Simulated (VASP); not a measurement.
SnTe:

```xyz
2
Lattice="0.0000 3.1509 3.1509 3.1509 0.0000 3.1509 3.1509 3.1509 0.0000" Properties=species:S:1:pos:R:3 pbc="T T T"
Te    3.1509    3.1509    3.1509
Sn    0.0000    0.0000    0.0000
```

- Program: VASP 6.6.1
- Task: relaxation of cell and atoms
- Functional: PBEsol
- Dispersion: D3(BJ)
- Potentials or basis: VASP PAW PBE potentials, release 64 (Te, Sn_d)
- Cutoff: 600 eV
- k mesh: 7 × 7 × 7
- Occupations: fermi-dirac, width 0.05 eV
- Spin: no spin polarisation

At the start: pressure -2.4 GPa; volume 31.28 Å³/atom.

Q: How do energy, volume and symmetry change on relaxing?

A: Over 3 steps the energy falls by 11.8 meV/atom and the volume is 29.75 Å³/atom (-4.9 %); space group Fm-3m (No. 225, to 0.05 Å).

Step by step:
| step | energy change (eV) | largest force (eV/Å) | pressure (GPa) | volume (Å³) |
| --- | --- | --- | --- | --- |
| 1 | 0.0000 | 0.0000 | -2.36 | 62.56 |
| 2 | -0.0206 | 0.0000 | 0.92 | 58.48 |
| 3 | -0.0235 | 0.0000 | 0.01 | 59.49 |

Final structure:
```xyz
2
Lattice="0.0000 3.0985 3.0985 3.0985 0.0000 3.0985 3.0985 3.0985 0.0000" Properties=species:S:1:pos:R:3 pbc="T T T"
Te    3.0985    3.0985    3.0985
Sn    0.0000    0.0000    0.0000
```

Caveat: the PAW data sets were made with another functional, which shifts forces and pressure a little.
